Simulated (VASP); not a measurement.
Sc:

```
CELL_PARAMETERS angstrom
3.30900 0.00000 0.00000
-1.65450 2.86568 0.00000
0.00000 0.00000 5.27330
ATOMIC_POSITIONS crystal
Sc 0.33333 0.66667 0.25000
Sc 0.66667 0.33333 0.75000
```

* Program: VASP 6.6.1
* Task: relaxation of volume and atoms at fixed shape
* Functional: PBEsol
* Potentials or basis: VASP PAW PBE potentials, release 64 (Sc_sv)
* Cutoff: 600 eV
* k mesh: 9 × 9 × 5
* Occupations: gaussian, width 0.05 eV
* Spin: no spin polarisation

At the start: pressure -2.8 GPa; volume 25.00 Å³/atom.

**Question.** How do energy, volume and symmetry change on relaxing?

**Answer.** Over 3 steps the energy falls by 11.7 meV/atom and the volume is 23.70 Å³/atom (-5.2 %); space group P6_3/mmc (No. 194, to 0.1 Å) before and after.

The path:
```
step  energy change (eV)  largest force (eV/Å)  pressure (GPa)  volume (Å³)
   1              0.0000                0.0000           -2.79        50.00
   2             -0.0225                0.0000            0.61        46.92
   3             -0.0234                0.0000            0.00        47.41
```

Final structure:
```
CELL_PARAMETERS angstrom
3.25072 0.00000 0.00000
-1.62536 2.81521 0.00000
0.00000 0.00000 5.18042
ATOMIC_POSITIONS crystal
Sc 0.33333 0.66667 0.25000
Sc 0.66667 0.33333 0.75000
```

Caveat: the PAW data sets were made with another functional, which shifts forces and pressure a little.
